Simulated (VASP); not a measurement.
## Pd: electric field gradients with LDA

Pd:

```
Pd
1.0
     0.00000    1.93840    1.93840
     1.93840    0.00000    1.93840
     1.93840    1.93840    0.00000
Pd
1
Direct
  0.00000 0.00000 0.00000
```

This cell differs from its parent crystal: volume scaled by 0.99.

```
Program                : VASP 6.6.1
Task                   : electric field gradients
Functional             : LDA
Potentials or basis    : VASP PAW LDA potentials, release 64 (Pd)
Cutoff                 : 520 eV
k mesh                 : 18 × 18 × 18
Occupations            : fermi-dirac, width 0.05 eV
Spin                   : no spin polarisation
Dipole correction      : no
Further INCAR settings : ALGO = Normal; EDIFF = 1e-08; NBANDS = 11
```

```
Pressure               : -5.9 GPa
Band gap on the k mesh : zero (band 5 reaches 10.11 eV, above the bottom of band 6 at 8.49 eV)
```

Levels at points of the mesh, in eV from the Fermi level:
```csv
k point,band 1,band 2,band 3,band 4,band 5,band 6,band 7,band 8,band 9,band 10
"(0.00, 0.00, 0.00)",-7.34,-2.93,-2.93,-2.93,-1.25,-1.25,17.13,21.92,21.92,21.92
"(0.50, 0.00, 0.00)",-5.46,-2.97,-2.97,-0.02,-0.02,0.91,7.34,16.51,21.03,21.03
"(0.50, 0.50, 0.00)",-5.54,-5.26,-0.04,0.30,0.30,3.24,10.84,13.13,13.13,21.70
```

Wall time 43 s on 1 thread of Intel Xeon 8259CL, on a shared host, peak memory 0.14 GiB.

Caveat: without QUAD_EFG the Cq values of the log hold for a quadrupole moment of 1 mb, not for the nuclei.
